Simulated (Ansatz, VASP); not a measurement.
**Two plane-wave programs on CsC16**

INCAR

```
SYSTEM = CsC16
PREC = Accurate ; ENCUT = 520
EDIFF = 1E-6 ; ISMEAR = 0
SIGMA = 0.1 ; LREAL = Auto
LASPH = .TRUE. ; NELM = 150
ALGO = Normal ; ISIF = 2
LWAVE = .FALSE. ; LCHARG = .TRUE.
ISPIN = 2 ; MAGMOM = 0 1 1 1 1 1 1 1 1 1 1 1 1 1 1 1 1
LORBIT = 11 ; GGA = PE
IVDW = 12 ; LELF = .TRUE.
LVHAR = .TRUE. ; NBANDS = 54
```

File KPOINTS:

```
regular mesh
0
G
  6 6 2
  0 0 0
```

The input POSCAR:

```
CsC16
1.0
    4.9445026461      0.0000000000      0.0000000000
   -2.4722513231      4.2820649006      0.0000000000
    0.0000000000      0.0000000000      9.3292921791
Cs C
1 16
Direct
    0.0000000000      0.0000000000      0.0000000000
    0.3332747236      0.1666373618      0.6800344014
    0.3333333333      0.6666666667      0.6817755169
    0.8333626382      0.1666373618      0.6800344014
    0.8333626382      0.6667252764      0.6800344014
    0.1666373618      0.3332747236      0.6800344014
    0.1666373618      0.8333626382      0.6800344014
    0.6666666667      0.3333333333      0.6817755169
    0.6667252764      0.8333626382      0.6800344014
    0.3332747236      0.1666373618      0.3199655986
    0.3333333333      0.6666666667      0.3182244831
    0.8333626382      0.1666373618      0.3199655986
    0.8333626382      0.6667252764      0.3199655986
    0.1666373618      0.3332747236      0.3199655986
    0.1666373618      0.8333626382      0.3199655986
    0.6666666667      0.3333333333      0.3182244831
    0.6667252764      0.8333626382      0.3199655986
```

Input for Ansatz:

```yaml
crystal:
  lattice:
    - [4.9445026461, 0.0, 0.0]
    - [-2.4722513231, 4.2820649006, 0.0]
    - [0.0, 0.0, 9.3292921791]
  atoms:
    - { symbol: Cs, position: [0.0, 0.0, 0.0] }
    - { symbol: C, position: [0.3332747236, 0.1666373618, 0.6800344014], spin: 1.0 }
    - { symbol: C, position: [0.3333333333, 0.6666666667, 0.6817755169], spin: 1.0 }
    - { symbol: C, position: [0.8333626382, 0.1666373618, 0.6800344014], spin: 1.0 }
    - { symbol: C, position: [0.8333626382, 0.6667252764, 0.6800344014], spin: 1.0 }
    - { symbol: C, position: [0.1666373618, 0.3332747236, 0.6800344014], spin: 1.0 }
    - { symbol: C, position: [0.1666373618, 0.8333626382, 0.6800344014], spin: 1.0 }
    - { symbol: C, position: [0.6666666667, 0.3333333333, 0.6817755169], spin: 1.0 }
    - { symbol: C, position: [0.6667252764, 0.8333626382, 0.6800344014], spin: 1.0 }
    - { symbol: C, position: [0.3332747236, 0.1666373618, 0.3199655986], spin: 1.0 }
    - { symbol: C, position: [0.3333333333, 0.6666666667, 0.3182244831], spin: 1.0 }
    - { symbol: C, position: [0.8333626382, 0.1666373618, 0.3199655986], spin: 1.0 }
    - { symbol: C, position: [0.8333626382, 0.6667252764, 0.3199655986], spin: 1.0 }
    - { symbol: C, position: [0.1666373618, 0.3332747236, 0.3199655986], spin: 1.0 }
    - { symbol: C, position: [0.1666373618, 0.8333626382, 0.3199655986], spin: 1.0 }
    - { symbol: C, position: [0.6666666667, 0.3333333333, 0.3182244831], spin: 1.0 }
    - { symbol: C, position: [0.6667252764, 0.8333626382, 0.3199655986], spin: 1.0 }
basis:
  ecutwfc: 420
kpoints:
  mp_grid: { grid: [6, 6, 2] }
hamiltonian:
  xc: pbe
  dispersion: d3bj
scf:
  occupations: { method: gaussian, width: 0.1 }
  lower_state_search: "off"
output:
  forces: true
  stress: true
  eigenvalues: true
  populations: true
magnetization:
  spin_polarized: true
```

Alike in both runs: task single point; functional PBE; dispersion D3(BJ); k mesh 6 × 6 × 2; occupations gaussian, width 0.1 eV; collinear spin.

|  | VASP | Ansatz |
| --- | --- | --- |
| version | VASP 6.6.1 | Ansatz 0.2.0 |
| potentials or method | VASP PAW PBE potentials, release 64 (Cs_sv, C), cutoff 520 eV | scalar-relativistic, plane waves, PAW |
| valence electrons in the cell | 73 | 73 |

```csv
,VASP,Ansatz,Ansatz less VASP
gap on the k mesh at the Fermi level (eV),none,none,-
pressure (GPa),0.4,0.2,-0.29
"traceless stress, the component that is largest in VASP (GPa)",0.01,0.24,+0.235
rms of the force components (eV/Å),0.007,0.005,-0.0025
net moment per atom (μB),0.00,0.00,0.000
```

Atom by atom the forces differ by 0.003 eV/Å (rms over components). A gap of «none» marks a metal or a gap that the smearing closes. Ansatz's warnings: seeded moment not kept.

Neither program's run includes spin-orbit coupling.
